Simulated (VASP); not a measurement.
# Sc5Al (P4/mmm) in VASP: further runs

Sc5Al is run at these levels: PBE; tasks: single point.

All numbers are computed with VASP 6.6.1; they aren't measurements. Logs are shortened: lines on timing, memory, paths and dates and some standing lists are left out, and cuts for length are marked.

### 1 The cell of the first run

Symmetry: P4/mmm, No. 123, tetragonal system. Conventional cell: a = 3.218 Å, b = 3.218 Å, c = 12.920 Å, α = 90.00°, β = 90.00°, γ = 90.00°. Sc (site symmetry 4mm) has 4 Al at 2.94 Å and 9 Sc at 3.22 to 3.73 Å within 3.9 Å. Within 4.2 Å of Sc (site symmetry 4mm) lie 12 Sc at 3.22 to 3.24 Å and 1 Al at 4.17 Å. Within 4.2 Å of Sc (site symmetry 4/mmm) lie 12 Sc at 3.22 to 3.23 Å. Within 3.9 Å of Al (site symmetry 4/mmm) lie 8 Sc at 2.94 Å and 4 Al at 3.22 Å.

### 2 Single point, PBE (22.30 Å³/atom)

INCAR

```
SYSTEM = Sc5Al
PREC = Accurate ; ENCUT = 520
EDIFF = 1E-6 ; ISMEAR = 0
SIGMA = 0.1 ; LREAL = .FALSE.
LASPH = .TRUE. ; NELM = 60
ALGO = Fast ; ISIF = 2
LWAVE = .FALSE. ; LCHARG = .FALSE.
GGA = PE ; NBANDS = 38
```

KPOINTS

```
Automatic mesh
0
G
  12 12 4
  0 0 0
```

POSCAR

```
Sc5Al
1.0
    3.2183514714      0.0000000000      0.0000000000
    0.0000000000      3.2183514714      0.0000000000
    0.0000000000      0.0000000000     12.9196364728
Sc Al
5 1
Direct
    0.0000000000      0.0000000000      0.6443088785
    0.5000000000      0.5000000000      0.8230558396
    0.0000000000      0.0000000000      0.0000000000
    0.5000000000      0.5000000000      0.1769441604
    0.0000000000      0.0000000000      0.3556911215
    0.5000000000      0.5000000000      0.5000000000
```

Potentials or basis: VASP PAW PBE potentials, release 64 (Sc_sv, Al).

On the command line:

```console
$ cat potpaw_PBE.64/Sc_sv/POTCAR potpaw_PBE.64/Al/POTCAR > POTCAR
$ mpirun -np 1 vasp_std > vasp.out
```

OUTCAR:

```text
SYSTEM = Sc5Al
   PREC = Accurate
   ENCUT = 520
   EDIFF = 1E-6
   ISMEAR = 0
   LREAL = .FALSE.
   LASPH = .TRUE.
   NELM = 60
   ISIF = 2
   GGA = PE

 ion  position               nearest neighbor table
   1  0.000  0.000  0.644-   6 2.94   6 2.94   6 2.94   6 2.94   2 3.24   2 3.24   2 3.24   2 3.24

   2  0.500  0.500  0.823-   3 3.23   3 3.23   3 3.23   3 3.23   1 3.24   1 3.24   1 3.24   1 3.24

   3  0.000  0.000  0.000-   2 3.23   4 3.23   2 3.23   4 3.23   2 3.23   4 3.23   2 3.23   4 3.23

   4  0.500  0.500  0.177-   3 3.23   3 3.23   3 3.23   3 3.23   5 3.24   5 3.24   5 3.24   5 3.24

   5  0.000  0.000  0.356-   6 2.94   6 2.94   6 2.94   6 2.94   4 3.24   4 3.24   4 3.24   4 3.24

   6  0.500  0.500  0.500-   1 2.94   5 2.94   1 2.94   5 2.94   1 2.94   5 2.94   1 2.94   5 2.94

  LATTYP: Found a simple tetragonal cell.
 ALAT       =     3.2183514714
 C/A-ratio  =     4.0143646794

  Lattice vectors:

 A1 = (   3.2183514714,   0.0000000000,   0.0000000000)
 A2 = (   0.0000000000,   3.2183514714,   0.0000000000)
 A3 = (   0.0000000000,   0.0000000000,  12.9196364728)

Analysis of symmetry for initial positions (statically):
=====================================================================
 Subroutine PRICEL returns:
 Original cell was already a primitive cell.

 Routine SETGRP: Setting up the symmetry group for a
 simple tetragonal supercell.

 Subroutine GETGRP returns: Found 16 space group operations
 (whereof 16 operations were pure point group operations)
 out of a pool of 16 trial point group operations.

The static configuration has the point symmetry D_4h.

Analysis of symmetry for dynamics (positions and initial velocities):
=====================================================================
 Subroutine PRICEL returns:
 Original cell was already a primitive cell.

 Routine SETGRP: Setting up the symmetry group for a
 simple tetragonal supercell.

 Subroutine GETGRP returns: Found 16 space group operations
 (whereof 16 operations were pure point group operations)
 out of a pool of 16 trial point group operations.

The dynamic configuration has the point symmetry D_4h.

 Subroutine INISYM returns: Found 16 space group operations
 (whereof 16 operations are pure point group operations),
 and found     1 'primitive' translations

----------------------------------------------------------------------------------------

                                     Primitive cell

  volume of cell :     133.8188

  direct lattice vectors                    reciprocal lattice vectors
     3.218351471  0.000000000  0.000000000     0.310718083  0.000000000  0.000000000
     0.000000000  3.218351471  0.000000000     0.000000000  0.310718083  0.000000000
     0.000000000  0.000000000 12.919636473     0.000000000  0.000000000  0.077401559

  length of vectors
     3.218351471  3.218351471 12.919636473     0.310718083  0.310718083  0.077401559

  position of ions in fractional coordinates (direct lattice)
     0.000000000  0.000000000  0.644308878
     0.500000000  0.500000000  0.823055840
     0.000000000  0.000000000  0.000000000
     0.500000000  0.500000000  0.176944160
     0.000000000  0.000000000  0.355691122
     0.500000000  0.500000000  0.500000000

  ion indices of the primitive-cell ions
   primitive index   ion index
                 1           1
                 2           2
                 3           3
                 4           4
                 5           5
                 6           6

----------------------------------------------------------------------------------------

 KPOINTS: Automatic mesh

Automatic generation of k-mesh.
 Grid dimensions read from file:
 generate k-points for:   12   12    4

 Generating k-lattice:

  Cartesian coordinates                     Fractional coordinates (reciprocal lattice)
     0.025893174  0.000000000  0.000000000     0.083333333  0.000000000  0.000000000
     0.000000000  0.025893174  0.000000000     0.000000000  0.083333333  0.000000000
     0.000000000  0.000000000  0.019350390     0.000000000  0.000000000  0.250000000

  Length of vectors
     0.025893174  0.025893174  0.019350390

  Shift w.r.t. Gamma in fractional coordinates (k-lattice)
     0.000000000  0.000000000  0.000000000

 Subroutine IBZKPT returns following result:
 ===========================================

 Found     84 irreducible k-points:

 Following reciprocal coordinates:
            Coordinates               Weight
  0.000000  0.000000  0.000000      1.000000
  0.083333  0.000000  0.000000      4.000000
  0.166667  0.000000  0.000000      4.000000
  0.250000  0.000000  0.000000      4.000000
  0.333333  0.000000  0.000000      4.000000
  0.416667  0.000000  0.000000      4.000000
[... 16 lines left out ...]
  0.333333  0.333333  0.000000      4.000000
  0.416667  0.333333  0.000000      8.000000
 [... further k-points ...]
   k-points           NKPTS =     84   k-points in BZ     NKDIM =     84   number of bands    NBANDS=     38
   number of dos      NEDOS =    301   number of ions     NIONS =      6
   total plane-waves  NPLWV =  55296
   dimension x,y,z NGX =    24 NGY =   24 NGZ =   96
   dimension x,y,z NGXF=    48 NGYF=   48 NGZF=  192
   ions per type =               5   1
   NGX,Y,Z   is equivalent  to a cutoff of  12.40, 12.40, 12.35 a.u.
   NGXF,Y,Z  is equivalent  to a cutoff of  24.79, 24.79, 24.71 a.u.
 SYSTEM =  Sc5Al
   PREC   = accura    normal or accurate (medium, high low for compatibility)
   ISTART =      0    job   : 0-new  1-cont  2-samecut
   ICHARG =      2    charge: 1-file 2-atom 10-const
   ISPIN  =      1    spin polarized calculation?
   LNONCOLLINEAR =      F non collinear calculations
   LSORBIT =      F    spin-orbit coupling
   LASPH  =      T    aspherical Exc in radial PAW
   ENCUT  =  520.0 eV  38.22 Ry    6.18 a.u.   5.98  5.98 24.02*2*pi/ulx,y,z
   NELM   =     60;   NELMIN=  2; NELMDL= -5     # of ELM steps
   EDIFF  = 0.1E-05   stopping-criterion for ELM
   LREAL  =      F    real-space projection
   EDIFFG = 0.1E-04   stopping-criterion for IOM
   NSW    =      0    number of steps for IOM
   IBRION =     -1    ionic relax: 0-MD 1-quasi-New 2-CG
   NFREE  =      0    steps in history (QN), initial steepest desc. (CG)
   ISIF   =      2    stress and relaxation
   ISYM   =      2    0-nonsym 1-usesym 2-fastsym
   POTIM  = 0.5000    time-step for ionic-motion
   TEBEG  =    0.0;   TEEND  =   0.0 temperature during run
   PSTRESS=    0.0 pullay stress
   NELECT =      58.0000    total number of electrons
   NUPDOWN=      -1.0000    fix difference up-down
   EMIN   =  10.00;   EMAX   =-10.00  energy-range for DOS
   EFERMI =   0.00;   METHOD = LEGACY
   ISMEAR =     0;   SIGMA  =   0.10  broadening in eV -4-tet -1-fermi 0-gaus
   EFERMI_NEDOS =   21; number of points for ismear=-14 and -15
   IALGO  =     68    algorithm
   IMIX   =      4    mixing-type and parameters
     AMIX     =   0.40;   BMIX     =  1.00
     AMIX_MAG =   1.60;   BMIX_MAG =  1.00
  volume/ion in A,a.u.               =      22.30       150.51
  Fermi-wavevector in a.u.,A,eV,Ry     =   1.238925  2.341229 20.884067  1.534936
  Thomas-Fermi vector in A             =   2.373430
   LORBIT       =      0    0 simple, 1 ext, 2 COOP (PROOUT), +10 PAW based schemes
   GGA     = PE    functional components
   LHFCALC =     F    Hartree Fock is set to
   AEXX    =    0.0000 exact exchange contribution
   IVDW    =     0    specifies the selected vdW correction
   LEPSILON=     F    determine dielectric tensor
   LRPA    =     F    only Hartree local field effects (RPA)
 non-spin polarized calculation
 RMM-DIIS sequential band-by-band and
 Gauss-broadening in eV      SIGMA  =   0.10
  energy-cutoff  :      520.00
  volume of cell :      133.82
 maximum number of plane-waves:      3642
 NGX is ok and might be reduce to    24
   NGX = 11   NGY = 11   NGZ = 49

 number of electron      58.0000021 magnetization

 Free energy of the ion-electron system (eV)
  ---------------------------------------------------
  ext. energy  EPLUGINS =         0.00000000
  ---------------------------------------------------
  free energy    TOTEN  =       -35.77919134 eV

  energy without entropy =      -35.73953948  energy(sigma->0) =      -35.75936541

 E-fermi :   4.4550     XC(G=0): -10.0927

 val. band max:        4.4533863850   @ k =   0.4167   0.0833   0.5000
 cond. band min:       4.4619085587   @ k =   0.2500   0.0000   0.2500
 fundamental gap:      0.0085221736
 Fermi energy:         4.4549597529

 k-point     1 :       0.0000    0.0000    0.0000
  band No.  band energies     occupation
      1     -44.9148      2.00000
      2     -44.9120      2.00000
      3     -44.8584      2.00000
      4     -44.8172      2.00000
      5     -44.7928      2.00000
      6     -23.6762      2.00000
[... 30 lines left out ...]
     37       6.2532      0.00000
     38       6.3087      0.00000

 k-point     2 :       0.0833    0.0000    0.0000
  band No.  band energies     occupation
      1     -44.9127      2.00000
      2     -44.9101      2.00000
      3     -44.8560      2.00000
      4     -44.8159      2.00000
      5     -44.7924      2.00000
      6     -23.6697      2.00000
[... 30 lines left out ...]
     37       6.2196      0.00000
     38       6.2546      0.00000

 k-point     3 :       0.1667    0.0000    0.0000
  band No.  band energies     occupation
      1     -44.9071      2.00000
      2     -44.9047      2.00000
      3     -44.8492      2.00000
      4     -44.8124      2.00000
      5     -44.7916      2.00000
      6     -23.6525      2.00000
[... 30 lines left out ...]
     37       6.2863      0.00000
     38       6.4051      0.00000

 k-point     4 :       0.2500    0.0000    0.0000
  band No.  band energies     occupation
      1     -44.8996      2.00000
      2     -44.8974      2.00000
      3     -44.8391      2.00000
      4     -44.8076      2.00000
      5     -44.7912      2.00000
      6     -23.6482      2.00000
[... 30 lines left out ...]
     37       6.3718      0.00000
     38       6.5108      0.00000
[... 703 lines left out ...]
      4     -44.7866      2.00000
      5     -44.7865      2.00000
      6     -23.6841      2.00000
[... 30 lines left out ...]
     37       5.8163      0.00000
     38       6.1951      0.00000

 k-point    23 :       0.3333    0.3333    0.0000
  band No.  band energies     occupation
      1     -44.8731      2.00000
      2     -44.8712      2.00000
      3     -44.8030      2.00000
      4     -44.7862      2.00000
      5     -44.7823      2.00000
      6     -23.6298      2.00000
[... 30 lines left out ...]
     37       6.0639      0.00000
     38       6.1248      0.00000

 k-point    24 :       0.4167    0.3333    0.0000
  band No.  band energies     occupation
      1     -44.8685      2.00000
      2     -44.8666      2.00000
      3     -44.7960      2.00000
      4     -44.7822      2.00000
      5     -44.7809      2.00000
      6     -23.6623      2.00000
[... 30 lines left out ...]
     37       6.0214      0.00000
     38       6.3539      0.00000

 [... further k-points ...]
[... 5 lines left out ...]
  --------------------------------------------------------------------------------------
  -------------------------------------------------------------------------------------
  Total        1.6039413      1.6039413      1.6290978      0.0000000      0.0000000      0.0000000
  in kB       19.2035637     19.2035637     19.5047554      0.0000000      0.0000000      0.0000000
  external PRESSURE =      19.3039609 kB  Pullay stress =       0.0000000 kB

 VOLUME and BASIS-vectors are now :
 -----------------------------------------------------------------------------
  energy-cutoff  :      520.00
  volume of cell :      133.82
      direct lattice vectors                 reciprocal lattice vectors
     3.218351471  0.000000000  0.000000000     0.310718083  0.000000000  0.000000000
     0.000000000  3.218351471  0.000000000     0.000000000  0.310718083  0.000000000
     0.000000000  0.000000000 12.919636473     0.000000000  0.000000000  0.077401559

 POSITION                                       TOTAL-FORCE (eV/Angst)
 -----------------------------------------------------------------------------------
      0.00000      0.00000      8.32424         0.000000     -0.000000      0.004161
      1.60918      1.60918     10.63358        -0.000000      0.000000      0.000164
      0.00000      0.00000      0.00000        -0.000000     -0.000000      0.000000
      1.60918      1.60918      2.28605        -0.000000      0.000000     -0.000164
      0.00000      0.00000      4.59540        -0.000000     -0.000000     -0.004161
      1.60918      1.60918      6.45982        -0.000000     -0.000000      0.000000
 -----------------------------------------------------------------------------------
    total drift:                                0.000000     -0.000000      0.000000

  FREE ENERGIE OF THE ION-ELECTRON SYSTEM (eV)
  ---------------------------------------------------
  free  energy   TOTEN  =       -35.7791913424 eV

  energy  without entropy=      -35.7395394806  energy(sigma->0) =      -35.75936541
```

Wall time 3.3 min (1 thread of Intel Xeon 6975P-C (Granite Rapids), shared host); peak memory 0.44 GiB.

What came out:

* Free energy: -35.7792 eV
* Pressure: 1.9 GPa
* Largest force: 0.004 eV/Å
* Band gap on the k mesh: zero (bands 29 and 30 overlap by 0.76 eV)

Forces on the atoms (eV/Å):
```
Sc   0.000  0.000  0.004
Sc   0.000  0.000  0.000
Sc   0.000  0.000  0.000
Sc   0.000  0.000  0.000
Sc   0.000  0.000 -0.004
Al   0.000  0.000  0.000
```

Levels at points of the mesh, in eV from the Fermi level:
```csv
k point,band 25,band 26,band 27,band 28,band 29,band 30,band 31,band 32,band 33,band 34
"(0.00, 0.00, 0.00)",-2.34,-1.31,-0.59,-0.20,0.09,0.87,1.35,1.44,1.61,1.74
"(0.50, 0.00, 0.00)",-1.80,-1.35,-0.80,-0.40,0.20,0.23,0.31,0.65,0.90,0.92
"(0.50, 0.50, 0.00)",-1.46,-1.21,-0.95,-0.56,-0.56,0.07,0.07,0.42,0.42,0.72
"(0.00, 0.00, 0.50)",-1.86,-1.32,-0.54,-0.35,0.28,0.72,1.40,1.40,1.56,1.62
"(0.50, 0.00, 0.50)",-1.80,-1.37,-0.78,-0.35,0.20,0.21,0.23,0.58,0.92,1.04
"(0.50, 0.50, 0.50)",-1.39,-1.08,-1.07,-0.48,-0.48,-0.17,-0.17,0.84,0.84,0.86
```

(Continued in part 2 of 2.)
